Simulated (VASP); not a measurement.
A run of VASP 6.6.1:

The input INCAR:

```
ALGO = Normal ; EDIFF = 1E-6
ENCUT = 520 ; GGA = PE
ISIF = 2 ; ISMEAR = -1
LASPH = True ; LCHARG = False
LREAL = False ; LWAVE = False
NBANDS = 12 ; NELM = 80
PREC = Accurate ; SIGMA = 0.05
```

KPOINTS

```
k-points
0
Gamma
  16 16 16
```

File POSCAR:

```
La
1.0
   -1.6616810722      1.6616810722      1.6616810722
    1.6616810722     -1.6616810722      1.6616810722
    1.6616810722      1.6616810722     -1.6616810722
La
1
Direct
    0.0000000000      0.0000000000      0.0000000000
```

Potentials or basis: VASP PAW PBE potentials, release 64 (La).

Command:

```console
$ cat potpaw_PBE.64/La/POTCAR > POTCAR
$ mpirun -np 1 vasp_std > vasp.out
```

Hardware: 1 thread of Intel(R) Xeon(R) 6975P-C (Granite Rapids), on a shared host.

How long does it take, and how much memory?

Wall time 13 s on 1 thread of Intel(R) Xeon(R) 6975P-C (Granite Rapids), with other jobs on the host, peak memory 0.18 GiB. Counts: scf iterations 11, k points 145.
